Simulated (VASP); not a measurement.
**LiCl: single point with r2SCAN**

The system is LiCl.

```
CELL_PARAMETERS angstrom
-0.07482 2.55789 2.55789
2.55789 -0.07482 2.55789
2.55789 2.55789 -0.07482
ATOMIC_POSITIONS crystal
Li 0.00000 0.00000 0.00000
Cl 0.50000 0.50000 0.50000
```

This cell differs from its parent crystal: epitaxial 111 strain +3.0%.

| Item | Value |
| --- | --- |
| Program | VASP 6.6.1 |
| Task | single point |
| Functional | r2SCAN |
| Potentials or basis | VASP PAW PBE potentials, release 64 (Li_sv, Cl) |
| Cutoff | 520 eV |
| k mesh | 8 × 8 × 8 |
| Occupations | gaussian, width 0.01 eV |
| Spin | no spin polarisation |
| Dipole correction | no |
| Further INCAR settings | ALGO = Normal; EDIFF = 1e-06; NBANDS = 12 |

```json
{"Band gap on the k mesh": "6.90 eV, direct"}
```

Levels at points of the mesh, in eV from the valence-band top:
| k point | band 2 | band 3 | band 4 | band 5 | band 6 | band 7 | band 8 | band 9 |
| --- | --- | --- | --- | --- | --- | --- | --- | --- |
| (0.00, 0.00, 0.00) | -14.03 | -0.24 | -0.24 | 0.00 | 6.90 | 12.23 | 12.23 | 12.98 |
| (0.50, 0.00, 0.00) | -13.51 | -2.88 | -0.44 | -0.31 | 7.39 | 10.06 | 10.44 | 13.52 |
| (0.50, 0.50, 0.00) | -13.26 | -2.94 | -1.35 | -1.09 | 8.45 | 8.89 | 13.03 | 14.88 |
| (0.50, 0.50, 0.50) | -13.42 | -2.82 | -0.55 | -0.55 | 7.12 | 9.83 | 9.83 | 14.04 |

Run time: 2.1 min on 1 thread of AMD EPYC 7R43 64-Core Processor (Zen 3), on a shared host, peak memory 0.13 GiB.

Caveat: the cell differs from its parent crystal (epitaxial 111 strain +3.0%). A k mesh can miss the band edges.
